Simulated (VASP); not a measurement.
# MgSi (P4/mmm) in VASP: notebook, part 2 of 2

VASP 6.6.1. The steps go on from the part before.

## (3) Single point, LDA

This run uses another cell than the first one, of the same volume but with other edges.

INCAR reads:

```
SYSTEM = MgSi
PREC = Accurate ; ENCUT = 520
EDIFF = 1E-7 ; ISMEAR = 0
SIGMA = 0.15 ; LREAL = .False.
LASPH = .True. ; NELM = 60
ALGO = Normal ; ISIF = 2
LWAVE = .False. ; LCHARG = .True.
LELF = .True. ; LVHAR = .True.
NBANDS = 10
```

KPOINTS reads:

```
regular mesh
0
Gamma
  18 18 14
  0 0 0
```

POSCAR reads:

```
MgSi
1.0
    2.7369035402      0.0000000000      0.0000000000
    0.0000000000      2.7369035402      0.0000000000
    0.0000000000      0.0000000000      4.6337671787
Mg Si
1 1
Direct
    0.0000000000      0.0000000000      0.0000000000
    0.5000000000      0.5000000000      0.5000000000
```

Potentials or basis: VASP PAW LDA potentials, release 64 (Mg, Si).

Command:

```sh
cat potpaw_LDA.64/Mg/POTCAR potpaw_LDA.64/Si/POTCAR > POTCAR
mpirun -np 1 vasp_std > vasp.out
```

OUTCAR:

```text
SYSTEM = MgSi
   PREC = Accurate
   ENCUT = 520
   EDIFF = 1E-7
   ISMEAR = 0
   LREAL = .False.
   LASPH = .True.
   NELM = 60
   ISIF = 2

 ion  position               nearest neighbor table
   1  0.000  0.000  0.000-   2 3.02   2 3.02   2 3.02   2 3.02   2 3.02   2 3.02   2 3.02   2 3.02

   2  0.500  0.500  0.500-   1 3.02   1 3.02   1 3.02   1 3.02   1 3.02   1 3.02   1 3.02   1 3.02

  LATTYP: Found a simple tetragonal cell.
 ALAT       =     2.7369035402
 C/A-ratio  =     1.6930692334

  Lattice vectors:

 A1 = (   2.7369035402,   0.0000000000,   0.0000000000)
 A2 = (   0.0000000000,   2.7369035402,   0.0000000000)
 A3 = (   0.0000000000,   0.0000000000,   4.6337671787)

Analysis of symmetry for initial positions (statically):
=====================================================================
 Subroutine PRICEL returns:
 Original cell was already a primitive cell.

 Routine SETGRP: Setting up the symmetry group for a
 simple tetragonal supercell.

 Subroutine GETGRP returns: Found 16 space group operations
 (whereof 16 operations were pure point group operations)
 out of a pool of 16 trial point group operations.

The static configuration has the point symmetry D_4h.

Analysis of symmetry for dynamics (positions and initial velocities):
=====================================================================
 Subroutine PRICEL returns:
 Original cell was already a primitive cell.

 Routine SETGRP: Setting up the symmetry group for a
 simple tetragonal supercell.

 Subroutine GETGRP returns: Found 16 space group operations
 (whereof 16 operations were pure point group operations)
 out of a pool of 16 trial point group operations.

The dynamic configuration has the point symmetry D_4h.

 Subroutine INISYM returns: Found 16 space group operations
 (whereof 16 operations are pure point group operations),
 and found     1 'primitive' translations

----------------------------------------------------------------------------------------

                                     Primitive cell

[... 117 lines left out ...]
   AEXX    =    0.0000 exact exchange contribution
   IVDW    =     0    specifies the selected vdW correction
   LEPSILON=     F    determine dielectric tensor
   LRPA    =     F    only Hartree local field effects (RPA)
 non-spin polarized calculation
 Gauss-broadening in eV      SIGMA  =   0.15
  energy-cutoff  :      520.00
  volume of cell :       34.71
 maximum number of plane-waves:       952
   NGX = 11   NGY = 11   NGZ = 17

 number of electron       6.0000000 magnetization

 Free energy of the ion-electron system (eV)
  ---------------------------------------------------
  ext. energy  EPLUGINS =         0.00000000
  ---------------------------------------------------
  free energy    TOTEN  =        -7.48854163 eV

  energy without entropy =       -7.48075001  energy(sigma->0) =       -7.48464582

 E-fermi :   6.0579     XC(G=0): -10.0672

 val. band max:        6.0578235783   @ k =   0.5000   0.2778   0.4286
 cond. band min:       6.0605469258   @ k =   0.4444   0.2222   0.4286
 fundamental gap:      0.0027233475
 Fermi energy:         6.0579132303

 k-point     1 :       0.0000    0.0000    0.0000
  band No.  band energies     occupation
      1      -5.3655      2.00000
      2       1.9423      2.00000
      3       2.9454      2.00000
      4      12.1686      0.00000
      5      12.1686      0.00000
      6      12.7524      0.00000
      7      16.4472      0.00000
      8      18.0327      0.00000
      9      18.9885      0.00000
     10      19.4989      0.00000
[... 287 lines left out ...]
 k-point    24 :       0.3333    0.1111    0.0000
  band No.  band energies     occupation
      1      -3.0499      2.00000
      2       3.4349      2.00000
      3       4.0553      2.00000
      4       5.2978      2.00000
      5      10.7228      0.00000
      6      11.2498      0.00000
      7      11.4854      0.00000
      8      17.5893      0.00000
      9      18.3553      0.00000
     10      18.9530      0.00000

 [... further k-points ...]

------------------------ aborting loop because EDIFF is reached ----------------------------------------

  FORCE on cell =-STRESS in cart. coord.  units (eV):
  Direction    XX          YY          ZZ          XY          YZ          ZX
  --------------------------------------------------------------------------------------
  -------------------------------------------------------------------------------------
  Total       -0.0463665     -0.0463665     -2.1230773      0.0000000      0.0000000     -0.0000000
  in kB       -2.1402366     -2.1402366    -97.9993528      0.0000000      0.0000000     -0.0000000
  external PRESSURE =     -34.0932754 kB  Pullay stress =       0.0000000 kB

 VOLUME and BASIS-vectors are now :
 -----------------------------------------------------------------------------
  energy-cutoff  :      520.00
  volume of cell :       34.71
      direct lattice vectors                 reciprocal lattice vectors
     2.736903540  0.000000000  0.000000000     0.365376414  0.000000000  0.000000000
     0.000000000  2.736903540  0.000000000     0.000000000  0.365376414  0.000000000
     0.000000000  0.000000000  4.633767179     0.000000000  0.000000000  0.215807131

 POSITION                                       TOTAL-FORCE (eV/Angst)
 -----------------------------------------------------------------------------------
      0.00000      0.00000      0.00000         0.000000      0.000000      0.000000
      1.36845      1.36845      2.31688         0.000000      0.000000      0.000000
 -----------------------------------------------------------------------------------
    total drift:                                0.000000      0.000000      0.000000

  FREE ENERGIE OF THE ION-ELECTRON SYSTEM (eV)
  ---------------------------------------------------
  free  energy   TOTEN  =        -7.4885416253 eV

  energy  without entropy=       -7.4807500053  energy(sigma->0) =       -7.48464582
```

Wall time 43 s (1 thread of AMD EPYC 9R45 (Zen 5), shared host); peak memory 0.24 GiB.

What came out:

| Property | Result |
| --- | --- |
| Free energy | -7.4885 eV |
| Pressure | -3.4 GPa |
| Band gap on the k mesh | zero (bands 3 and 4 overlap by 5.38 eV) |

Caveat: the stress differs along the axes, from -10 to -0 GPa.

The gap in the log of VASP goes by the Fermi energy; the results here count the filled bands.